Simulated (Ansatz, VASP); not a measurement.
## KF in VASP and in Ansatz

Contents of INCAR:

```
SYSTEM = KF
ALGO = Normal
EDIFF = 1E-6
ENCUT = 520
GGA = PE
ISIF = 2
ISMEAR = 0
LASPH = .True.
LCHARG = .False.
LREAL = .False.
LWAVE = .False.
NBANDS = 15
NELM = 80
PREC = Accurate
SIGMA = 0.05
```

The input KPOINTS:

```
k-points
0
Gamma
  8 8 8
  0 0 0
```

The input POSCAR:

```
KF
1.0
    0.1170960558      2.7703299492      2.7703299492
    2.7703299492      0.1170960558      2.7703299492
    2.7703299492      2.7703299492      0.1170960558
K F
1 1
Direct
    0.0000000000      0.0000000000      0.0000000000
    0.5000000000      0.5000000000      0.5000000000
```

Input for Ansatz:

```yaml
crystal:
  lattice:
    - [0.1170960558, 2.7703299492, 2.7703299492]
    - [2.7703299492, 0.1170960558, 2.7703299492]
    - [2.7703299492, 2.7703299492, 0.1170960558]
  atoms:
    - { symbol: K, position: [0.0, 0.0, 0.0] }
    - { symbol: F, position: [0.5, 0.5, 0.5] }
basis:
  ecutwfc: 520.0
kpoints:
  mp_grid: { grid: [8, 8, 8] }
hamiltonian:
  xc: pbe
scf:
  occupations: { method: gaussian, width: 0.05 }
output:
  forces: true
  stress: true
  eigenvalues: true
```

Alike in both runs: task single point; functional PBE; k mesh 8 × 8 × 8; occupations gaussian, width 0.05 eV; no spin polarisation.

```csv
,VASP,Ansatz
version,VASP 6.6.1,Ansatz 0.2.0
potentials or method,"VASP PAW PBE potentials, release 64 (K_sv, F), cutoff 520 eV","scalar-relativistic, plane waves, PAW"
valence electrons in the cell,16,16
```

```csv
,VASP,Ansatz,Ansatz less VASP
gap on the k mesh at the Fermi level (eV),5.90,5.92,+0.015
least direct gap on the mesh (eV),5.90,5.92,+0.015
pressure (GPa),-0.1,-0.1,0.00
"traceless stress, the component that is largest in VASP (GPa)",-0.65,-0.66,-0.007
```
